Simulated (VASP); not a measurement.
NaF: elastic constants with LDA

Crystal: NaF.

```
Na F
1.0
     0.00000    2.22866    2.22866
     2.22866    0.00000    2.22866
     2.22866    2.22866    0.00000
Na F
1 1
Cartesian
  0.0000 0.0000 0.0000
  2.2287 2.2287 2.2287
```

```json
{
  "Program": "VASP 6.6.1",
  "Task": "elastic constants",
  "Functional": "LDA",
  "Potentials or basis": "VASP PAW LDA potentials, release 64 (Na_pv, F)",
  "Cutoff": "600 eV",
  "k mesh": "10 × 10 × 10",
  "Occupations": "gaussian, width 0.01 eV",
  "Spin": "no spin polarisation",
  "Dipole correction": "no",
  "Ions in elastic constants": "relaxed",
  "Further INCAR settings": "ALGO = Normal; EDIFF = 1e-08; IBRION = 6; POTIM = 0.015; NSW = 1; ISIF = 3"
}
```

```
Elastic constants C11, C12, C44                         : 156, 25, 28 GPa
Voigt bulk modulus                                      : 68 GPa
Highest phonon frequency at Γ, LO-TO splitting left out : 299 cm⁻¹
```

Phonon frequencies in cm⁻¹ (negative: imaginary):
```csv
q point,frequencies
"(0.000, 0.000, 0.000)",0 0 0 299 299 299
```

Elastic tensor in Voigt notation (GPa, in the Cartesian axes of the cell as first typed):
```
156  25  25   0   0   0
 25 156  25   0   0   0
 25  25 156   0   0   0
  0   0   0  28   0   0
  0   0   0   0  28   0
  0   0   0   0   0  28
```

Clamped-ion elastic tensor (GPa):
```
156  25  25   0   0   0
 25 156  25   0   0   0
 25  25 156   0   0   0
  0   0   0  28   0   0
  0   0   0   0  28   0
  0   0   0   0   0  28
```

Run time: 10 min on 1 thread of Oxide Virtual Turin-like Processor (shared host), peak memory 0.23 GiB.

Caveat: the cell is under stress, which shifts elastic constants.
